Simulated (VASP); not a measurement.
# Bi: single point with LDA

The system is Bi.

```
Bi
1.0
     0.00000    2.45338    2.45338
     2.45338    0.00000    2.45338
     2.45338    2.45338    0.00000
Bi
1
Cartesian
  0.0000 0.0000 0.0000
```

* Program: VASP 6.6.1
* Task: single point
* Functional: LDA
* Potentials or basis: VASP PAW LDA potentials, release 64 (Bi_d)
* Cutoff: 520 eV
* k mesh: 11 × 11 × 11
* Occupations: fermi-dirac, width 0.1 eV
* Spin: no spin polarisation
* Dipole correction: no
* Further INCAR settings: ALGO = Normal; EDIFF = 1e-06; NBANDS = 14

```json
{
 "Pressure": "0.1 GPa"
}
```

Levels at points of the mesh, in eV from the Fermi level:
```
           k point  band 3  band 4  band 5  band 6  band 7  band 8  band 9  band 10  band 11  band 12
(0.00, 0.00, 0.00)  -23.08  -22.99  -22.99  -14.00    5.23    5.23    5.23     9.09     9.58    11.12
```

Run time: 15 s on 1 thread of Intel(R) Xeon(R) Platinum 8488C (Sapphire Rapids), with other jobs on the host, peak memory 0.15 GiB.

Caveat: spin-orbit coupling is left out, which moves the levels of the heavy elements.
